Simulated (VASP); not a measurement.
# Al (R-3m) in VASP: a series of runs

Runs on Al. Level: PBE+D3(BJ). Tasks: single point.

All numbers are computed with VASP 6.6.1; they aren't measurements. Logs are shortened: lines on timing, memory, paths and dates and some standing lists are left out, and cuts for length are marked.

## 1. The cell of the first run

It takes space group R-3m (No. 166, trigonal). Conventional cell: a = 2.816 Å, b = 2.816 Å, c = 13.797 Å, α = 90.00°, β = 90.00°, γ = 120.00°. Within 3.6 Å of Al (site symmetry 3m) lie 12 Al at 2.74 to 2.89 Å.

## 2. Single point, PBE+D3(BJ) (mode 6 (347.1 1/cm) frozen in, largest displacement +0.045 Å)

Contents of INCAR:

```
SYSTEM = Al
PREC     = Accurate       ! precision mode
ENCUT    = 520            ! plane-wave cutoff, eV
EDIFF    = 1E-6           ! SCF threshold, eV
ISMEAR   = 0              ! smearing method
SIGMA    = 0.15           ! smearing width, eV
LREAL    = .False.        ! projectors in reciprocal space
LASPH    = .True.         ! aspherical terms in the spheres
NELM     = 100            ! most SCF steps
ALGO     = Fast           ! electronic algorithm
ISIF     = 2              ! what is computed and relaxed
LWAVE    = .False.        ! write WAVECAR
LCHARG   = .False.        ! write CHGCAR
GGA      = PE             ! functional
IVDW     = 12             ! dispersion correction
NBANDS   = 10             ! bands
```

Contents of KPOINTS:

```
regular mesh
0
Gamma
  24 24 24
  0 0 0
```

Contents of POSCAR:

```
Al
1.0
    0.0000000000     -1.9913628294     -1.9913628294
   -1.9913628294      0.0000000000     -1.9913628294
    1.9913628294      1.9913628294     -3.9827256588
Al
2
Direct
    0.4967383189      0.4967383189      0.5097850433
    0.0032616811      0.0032616811     -0.0097850433
```

Potentials or basis: VASP PAW PBE potentials, release 64 (Al).

On the command line:

```bash
$ cat potpaw_PBE.64/Al/POTCAR > POTCAR
$ mpirun -np 1 vasp_std > vasp.out
```

OUTCAR:

```text
SYSTEM = Al
   PREC = Accurate
   ENCUT = 520
   EDIFF = 1E-6
   ISMEAR = 0
   LREAL = .False.
   LASPH = .True.
   NELM = 100
   ISIF = 2
   GGA = PE
   IVDW = 12
 IVDW          = 12

 ion  position               nearest neighbor table
   1  0.497  0.497  0.510-   2 2.74   2 2.74   2 2.74   2 2.89   2 2.89   2 2.89
   2  0.003  0.003  0.990-   1 2.74   1 2.74   1 2.74   1 2.89   1 2.89   1 2.89

  LATTYP: Found a trigonal (rhomboedric) cell.
 ALAT       =     4.8778228248
 COS(alpha) =     0.8333333333

  Lattice vectors:

 A1 = (   1.9913628294,   3.9827256588,  -1.9913628294)
 A2 = (   3.9827256588,   1.9913628294,  -1.9913628294)
 A3 = (   1.9913628294,   1.9913628294,  -3.9827256588)

Analysis of symmetry for initial positions (statically):
=====================================================================
 Subroutine PRICEL returns:
 Original cell was already a primitive cell.

 Routine SETGRP: Setting up the symmetry group for a
 trigonal (rhombohedral) supercell.

 Subroutine GETGRP returns: Found 12 space group operations
 (whereof  6 operations were pure point group operations)
 out of a pool of 12 trial point group operations.

The static configuration has the point symmetry C_3v.
 The point group associated with its full space group is D_3d.

Analysis of symmetry for dynamics (positions and initial velocities):
=====================================================================
 Subroutine PRICEL returns:
 Original cell was already a primitive cell.

 Routine SETGRP: Setting up the symmetry group for a
 trigonal (rhombohedral) supercell.

 Subroutine GETGRP returns: Found 12 space group operations
 (whereof  6 operations were pure point group operations)
 out of a pool of 12 trial point group operations.

The dynamic configuration has the point symmetry C_3v.
 The point group associated with its full space group is D_3d.

 Subroutine INISYM returns: Found 12 space group operations
 (whereof  6 operations are pure point group operations),
 and found     1 'primitive' translations

----------------------------------------------------------------------------------------

                                     Primitive cell

  volume of cell :      31.5872

  direct lattice vectors                    reciprocal lattice vectors
     0.000000000 -1.991362829 -1.991362829     0.125542165 -0.376626494 -0.125542165
    -1.991362829  0.000000000 -1.991362829    -0.376626494  0.125542165 -0.125542165
     1.991362829  1.991362829 -3.982725659     0.125542165  0.125542165 -0.125542165

  length of vectors
[... 93 lines left out ...]
   NELECT =       6.0000    total number of electrons
   NUPDOWN=      -1.0000    fix difference up-down
   EMIN   =  10.00;   EMAX   =-10.00  energy-range for DOS
   EFERMI =   0.00;   METHOD = LEGACY
   ISMEAR =     0;   SIGMA  =   0.15  broadening in eV -4-tet -1-fermi 0-gaus
   EFERMI_NEDOS =   21; number of points for ismear=-14 and -15
   IALGO  =     68    algorithm
   IMIX   =      4    mixing-type and parameters
     AMIX     =   0.40;   BMIX     =  1.00
     AMIX_MAG =   1.60;   BMIX_MAG =  1.00
  volume/ion in A,a.u.               =      15.79       106.58
  Fermi-wavevector in a.u.,A,eV,Ry     =   0.941069  1.778363 12.049470  0.885611
  Thomas-Fermi vector in A             =   2.068543
   LORBIT       =      0    0 simple, 1 ext, 2 COOP (PROOUT), +10 PAW based schemes
   GGA     = PE    functional components
   LHFCALC =     F    Hartree Fock is set to
   AEXX    =    0.0000 exact exchange contribution
   IVDW    =    12    specifies the selected vdW correction
   LEPSILON=     F    determine dielectric tensor
   LRPA    =     F    only Hartree local field effects (RPA)
 non-spin polarized calculation
 RMM-DIIS sequential band-by-band and
 Gauss-broadening in eV      SIGMA  =   0.15
  energy-cutoff  :      520.00
  volume of cell :       31.59
 maximum number of plane-waves:       878
 NGX is ok and might be reduce to    24
   NGX = 11   NGY = 11   NGZ = 19

 number of electron       6.0000000 magnetization

 Free energy of the ion-electron system (eV)
  ---------------------------------------------------
  ext. energy  EPLUGINS =         0.00000000
  ---------------------------------------------------
  free energy    TOTEN  =        -7.45583167 eV

  energy without entropy =       -7.44626260  energy(sigma->0) =       -7.45104713

 E-fermi :   8.4743     XC(G=0): -10.3533

 val. band max:        8.4721866852   @ k =   0.3333   0.2917   0.0417
 cond. band min:       8.4746800414   @ k =  -0.4167   0.3750   0.0833
 fundamental gap:      0.0024933562
 Fermi energy:         8.4743044495

 k-point     1 :       0.0000    0.0000    0.0000
  band No.  band energies     occupation
      1      -2.9922      2.00000
      2       3.7095      2.00000
      3       4.0215      2.00000
      4      20.0951      0.00000
      5      20.0951      0.00000
      6      20.2501      0.00000
      7      20.2501      0.00000
      8      21.3409      0.00000
      9      21.4115      0.00000
     10      21.4115      0.00000
[... 287 lines left out ...]
 k-point    24 :       0.4583    0.0417   -0.0000
  band No.  band energies     occupation
      1       1.9011      2.00000
      2       4.8287      2.00000
      3       6.3855      2.00000
      4       9.2394      0.00000
      5      10.9520      0.00000
      6      13.7198      0.00000
      7      14.8530      0.00000
      8      15.3643      0.00000
      9      18.0542      0.00000
     10      18.5958      0.00000

 [... further k-points ...]

------------------------ aborting loop because EDIFF is reached ----------------------------------------

 Edisp (eV)   -0.70389

 E8    (eV) :    -0.3150

  FORCE on cell =-STRESS in cart. coord.  units (eV):
  Direction    XX          YY          ZZ          XY          YZ          ZX
  --------------------------------------------------------------------------------------
  -------------------------------------------------------------------------------------
  Total       0.06049     0.06049     0.06049     0.03591    -0.03591    -0.03591
  in kB       3.06834     3.06834     3.06834     1.82161    -1.82161    -1.82161
  external pressure =        3.07 kB  Pullay stress =        0.00 kB

 VOLUME and BASIS-vectors are now :
 -----------------------------------------------------------------------------
  energy-cutoff  :      520.00
  volume of cell :       31.59
      direct lattice vectors                 reciprocal lattice vectors
     0.000000000 -1.991362829 -1.991362829     0.125542165 -0.376626494 -0.125542165
    -1.991362829  0.000000000 -1.991362829    -0.376626494  0.125542165 -0.125542165
     1.991362829  1.991362829 -3.982725659     0.125542165  0.125542165 -0.125542165

 POSITION                                       TOTAL-FORCE (eV/Angst)
 -----------------------------------------------------------------------------------
      0.02598      0.02598     -4.00871        -0.311594     -0.311594      0.311594
      1.96538      1.96538     -3.95674         0.311594      0.311594     -0.311594
 -----------------------------------------------------------------------------------
    total drift:                               -0.000000      0.000000      0.000000

  FREE ENERGIE OF THE ION-ELECTRON SYSTEM (eV)
  ---------------------------------------------------
  free  energy   TOTEN  =        -8.1597253609 eV

  energy  without entropy=       -8.1501562896  energy(sigma->0) =       -8.15494083
```

stdout:

```text
POSCAR found type information on POSCAR Al
 POSCAR found :  1 types and       2 ions
 scaLAPACK will be used
 LDA part: xc-table for (Slater+PW92), standard interpolation
 POSCAR, INCAR and KPOINTS ok, starting setup
 FFT: planning ... GRIDC
 FFT: planning ... GRID_SOFT
 FFT: planning ... GRID
 WAVECAR not read
 entering main loop
```

Wall time 3.2 min (1 thread of Intel Xeon Platinum 8259CL at 2.50GHz (Skylake/Cascade Lake), shared host); peak memory 0.44 GiB.

What came out:

| Item | Value |
| --- | --- |
| Free energy | -8.1597 eV |
| Pressure | 0.3 GPa |
| Largest force | 0.540 eV/Å |
| Band gap on the k mesh | zero (band 3 reaches 12.34 eV, above the bottom of band 4 at 6.31 eV) |
| Dispersion energy per atom | -0.352 eV |

Forces on the atoms (eV/Å):
```
Al  -0.312 -0.312  0.312
Al   0.312  0.312 -0.312
```

Caveat: the cell differs from its parent crystal (mode 6 (347.1 1/cm) frozen in, largest displacement +0.045 Å); pairwise dispersion overbinds metals, which lowers pressure and volume.

## 3. Single point, PBE+D3(BJ) (mode 6 (347.1 1/cm) frozen in, largest displacement +0.015 Å)

Contents of INCAR:

```
ALGO = Fast ; EDIFF = 1E-7
ENCUT = 520 ; GGA = PE
ISIF = 2 ; ISMEAR = 0
IVDW = 12 ; LASPH = True
LCHARG = False ; LREAL = False
LWAVE = False ; NBANDS = 10
NELM = 100 ; PREC = Accurate
SIGMA = 0.15
```

Contents of KPOINTS:

```
k-points
0
Gamma
  24 24 24
```

Contents of POSCAR:

```
Al
1.0
    0.0000000000     -1.9913628294     -1.9913628294
   -1.9913628294      0.0000000000     -1.9913628294
    1.9913628294      1.9913628294     -3.9827256588
Al
2
Direct
    0.4989127730      0.4989127730      0.5032616811
    0.0010872270      0.0010872270     -0.0032616811
```

Potentials or basis: VASP PAW PBE potentials, release 64 (Al).

On the command line:

```bash
$ cat potpaw_PBE.64/Al/POTCAR > POTCAR
$ mpirun -np 1 vasp_std > vasp.out
```

Wall time 4.4 min (1 thread of Intel Xeon Platinum 8259CL at 2.50GHz (Skylake/Cascade Lake), shared host); peak memory 0.44 GiB.

It converged, with:

| Property | Result |
| --- | --- |
| Free energy | -8.1812 eV |
| Pressure | 0.0 GPa |
| Largest force | 0.179 eV/Å |
| Band gap on the k mesh | zero (band 3 reaches 12.37 eV, above the bottom of band 4 at 6.30 eV) |
| Dispersion energy per atom | -0.352 eV |

Forces on the atoms (eV/Å):
```
Al  -0.103 -0.103  0.103
Al   0.103  0.103 -0.103
```

Stress tensor (GPa, compression positive):
```
-0.03  0.09 -0.09
 0.09 -0.03 -0.09
-0.09 -0.09 -0.03
```

Levels at points of the mesh, in eV from the Fermi level:
```csv
k point,band 1,band 2,band 3,band 4,band 5,band 6,band 7,band 8
"(0.00, 0.00, 0.00)",-11.46,-4.78,-4.45,11.65,11.65,11.86,11.86,12.85
"(0.50, 0.00, 0.00)",-5.20,-5.19,-0.81,-0.77,3.74,3.77,7.18,7.37
"(0.50, 0.50, 0.00)",-4.79,-4.46,-3.04,-1.62,5.25,5.79,5.79,9.47
"(0.00, 0.00, 0.50)",-9.80,-9.63,3.48,3.55,11.19,11.19,11.23,11.23
```

Caveat: the cell differs from its parent crystal (mode 6 (347.1 1/cm) frozen in, largest displacement +0.015 Å); pairwise dispersion overbinds metals, which lowers pressure and volume.
